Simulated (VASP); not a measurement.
Write the native input for VASP 6.6.1 that does the following.

| Property | Result |
| --- | --- |
| Task | single point |
| Functional | PBE |
| Potentials or basis | VASP PAW PBE potentials, release 64 (Si, C) |
| Cutoff | 520 eV |
| k mesh | 12 × 12 × 6 |
| Occupations | gaussian, width 0.02 eV |
| Spin | no spin polarisation |
| Dipole correction | no |
| Further INCAR settings | ALGO = Normal; EDIFF = 1e-07; NBANDS = 11 |

The structure of SiC lies in POSCAR:

```
SiC
1.0
    3.0966243104      0.0000000000      0.0000000000
   -1.5483121552      2.6817553188      0.0000000000
    0.0000000000      0.0000000000      5.0123722027
Si C
1 1
Direct
    0.3333333333      0.6666666667      0.0000000000
    0.6666666667      0.3333333333      0.0000000000
```

The input as run:

INCAR

```
SYSTEM = SiC
  ALGO = Normal
  EDIFF = 1E-7
  ENCUT = 520
  GGA = PE
  ISIF = 2
  ISMEAR = 0
  LASPH = .True.
  LCHARG = .False.
  LREAL = .False.
  LWAVE = .False.
  NBANDS = 11
  NELM = 100
  PREC = Accurate
  SIGMA = 0.02
```

KPOINTS

```
k-points
0
Gamma
  12 12 6
  0 0 0
```

Potentials or basis: VASP PAW PBE potentials, release 64 (Si, C).

Launch:

```bash
$ cat potpaw_PBE.64/Si/POTCAR potpaw_PBE.64/C/POTCAR > POTCAR
$ mpirun -np 1 vasp_std > vasp.out
```

It gave:

```yaml
Pressure: 0.0 GPa
Band_gap_on_the_k_mesh: 2.15 eV, indirect (least direct gap 2.37 eV)
```

Run time: 19 s on 1 thread of AMD EPYC 9R45 (Zen 5), with other jobs on the host, peak memory 0.14 GiB.
